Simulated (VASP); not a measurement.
Cu, 2 atoms in the cell. The structure is hexagonal, space group P6_3/mmc (No. 194). The conventional cell has a = 2.568 Å, b = 2.568 Å, c = 4.194 Å, α = 90.00°, β = 90.00°, γ = 120.00°. Cu (site symmetry -6m2) has 12 Cu at 2.57 Å within 3.4 Å. This isn't the form of Cu at room conditions, which is fcc.

- Program: VASP 6.6.1
- Task: single point
- Functional: PBE
- Potentials or basis: VASP PAW PBE potentials, release 64 (Cu_sv_GW)
- Cutoff: 700 eV
- k mesh: 24 × 24 × 12
- Occupations: gaussian, width 0.1 eV
- Spin: no spin polarisation
- Dipole correction: no
- Further INCAR settings: ALGO = Normal; EDIFF = 1e-06; NBANDS = 26

Potentials or basis: VASP PAW PBE potentials, release 64 (Cu_sv_GW).

Command:

```bash
$ cat potpaw_PBE.64/Cu_sv_GW/POTCAR > POTCAR
$ mpirun -np 1 vasp_std > vasp.out
```

Hardware: 1 thread of Intel(R) Xeon(R) 6975P-C (Granite Rapids), on a shared host.

How long does it take, and how much memory?

Wall time 2.7 min on 1 thread of Intel(R) Xeon(R) 6975P-C (Granite Rapids), with other jobs on the host, peak memory 0.48 GiB. Counts: scf iterations 13, k points 427.
